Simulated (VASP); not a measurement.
Runs of VASP 6.6.1 on TiB2. The structure is that of space group P6/mmm (No. 191), or close to it. The cells are those of the table. 

```csv
task,level,potentials or basis,cell,gap on the mesh (eV),pressure (GPa),relaxed volume (Å³/atom)
single point,PBE+D4,"VASP PAW PBE potentials, release 64 (Ti_sv, B)","a = 3.010, b = 3.010, c = 3.172 Å, angles 90.0, 90.0, 120.0°, 3 atoms",none,0.2,-
relaxation of cell and atoms,PBE+D3(BJ),"VASP PAW PBE potentials, release 64 (Ti_sv, B)","relaxed from a = 3.029, b = 3.029, c = 3.228 Å, angles 90.0, 90.0, 120.0°, 3 atoms",none,0.0,8.29
single point,LDA,"VASP PAW LDA potentials, release 64 (Ti_sv, B)","a = 2.994, b = 2.994, c = 3.160 Å, angles 90.0, 90.0, 120.0°, 3 atoms",none,0.6,-
single point,PBE+D3(BJ),"VASP PAW PBE potentials, release 64 (Ti_sv, B)","a = 3.004, b = 3.004, c = 3.181 Å, angles 90.0, 90.0, 120.0°, 3 atoms",none,0.2,-
relaxation of cell and atoms,PBE+D4,"VASP PAW PBE potentials, release 64 (Ti_sv, B)","relaxed from a = 3.029, b = 3.029, c = 3.228 Å, angles 90.0, 90.0, 120.0°, 3 atoms",none,0.0,8.30
relaxation of cell and atoms,LDA,"VASP PAW LDA potentials, release 64 (Ti_sv, B)","relaxed from a = 3.029, b = 3.029, c = 3.228 Å, angles 90.0, 90.0, 120.0°, 3 atoms",none,0.2,(a)
```

Alike in all rows: no spin polarisation; k mesh 11 × 11 × 9; cutoff (eV) 500; smearing fermi-dirac 0.1 eV.

Problem. Fill in the values left out.

Solution. (a) 8.19.

A gap of «none» marks levels without a gap at the run's occupations.
